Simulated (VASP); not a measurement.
Crystal: Ir.

```xyz
1
Lattice="0.0000 1.9532 1.9532 1.9532 0.0000 1.9532 1.9532 1.9532 0.0000" Properties=species:S:1:pos:R:3 pbc="T T T"
Ir    0.0000    0.0000    0.0000
```

Base run:

```yaml
Program: VASP 6.6.1
Functional: r2SCAN
Potentials_or_basis: VASP PAW PBE potentials, release 64 (Ir)
Cutoff: 520 eV
k_mesh: 12 × 12 × 12
Occupations: fermi-dirac, width 0.05 eV
Spin: no spin polarisation
```

Its results: pressure -14.5 GPa.

Question: After a change of settings the same cell gave: pressure -17.4 GPa. Which change was it?
A. functional from r2SCAN to PBE; further incar settings from ALGO = Normal; EDIFF = 1e-07; NBANDS = 10 to ALGO = Fast; EDIFF = 1e-06; NBANDS = 10
B. functional from r2SCAN to PBEsol; further incar settings from ALGO = Normal; EDIFF = 1e-07; NBANDS = 10 to ALGO = Fast; EDIFF = 1e-06; NBANDS = 10
C. functional from r2SCAN to r2SCANh; k mesh from 12 × 12 × 12 to 6 × 6 × 6
D. further incar settings from ALGO = Normal; EDIFF = 1e-07; NBANDS = 10 to ALGO = Normal; EDIFF = 1e-06; NBANDS = 10

Answer: C.

Caveats: some runs use coarse meshes; the PAW data sets were made with another functional, which shifts forces and pressure a little.

The runs don't all hold the same shells in valence.
